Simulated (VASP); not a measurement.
Write the native input for VASP 6.6.1 that does the following.

| Item | Value |
| --- | --- |
| Task | single point |
| Functional | PBE |
| Potentials or basis | VASP PAW PBE potentials, release 64 (Sb, Se) |
| Cutoff | 520 eV |
| k mesh | 8 × 8 × 5 |
| Occupations | fermi-dirac, width 0.03 eV |
| Spin | no spin polarisation |
| Dipole correction | no |
| Further INCAR settings | ALGO = Normal; EDIFF = 1e-07; NBANDS = 22 |

The structure of Sb2Se3 (La2O3 type) lies in POSCAR:

```
Sb2Se3
1.0
    4.0694543721      0.0000000000      0.0000000000
   -2.0347271860      3.5242508658      0.0000000000
    0.0000000000      0.0000000000     10.5348044482
Sb Se
2 3
Direct
    0.3333333333      0.6666666667      0.1799456836
    0.6666666667      0.3333333333      0.8200543164
    0.0000000000      0.0000000000      0.0000000000
    0.3333333333      0.6666666667      0.6726280850
    0.6666666667      0.3333333333      0.3273719150
```

The input as run:

INCAR

```
PREC     = Accurate       # precision mode
ENCUT    = 520            # plane-wave cutoff, eV
EDIFF    = 1E-7           # SCF threshold, eV
ISMEAR   = -1             # smearing method
SIGMA    = 0.03           # smearing width, eV
LREAL    = F              # projectors in reciprocal space
LASPH    = T              # aspherical terms in the spheres
NELM     = 80             # most SCF steps
ALGO     = Normal         # electronic algorithm
ISIF     = 2              # what is computed and relaxed
LWAVE    = F              # write WAVECAR
LCHARG   = F              # write CHGCAR
GGA      = PE             # functional
NBANDS   = 22             # bands
```

KPOINTS

```
regular mesh
0
Gamma
  8 8 5
```

Potentials or basis: VASP PAW PBE potentials, release 64 (Sb, Se).

The run is started by

```sh
$ cat potpaw_PBE.64/Sb/POTCAR potpaw_PBE.64/Se/POTCAR > POTCAR
$ mpirun -np 1 vasp_std > vasp.out
```

Results of the run:

```yaml
Pressure: 0.0 GPa
Largest_force: 0.025 eV/Å
Band_gap_on_the_k_mesh: 0.46 eV
```

Caveat: spin-orbit coupling is left out, which moves the levels of the heavy elements; an odd mesh through Γ misses points on the zone boundary, where band edges can lie; this functional lacks dispersion, which binds the layers, so the pressure and a relaxed spacing across them are unreliable.

It took 3.5 min on 1 thread of Intel Xeon 8259CL, on a shared host, peak memory 0.32 GiB.
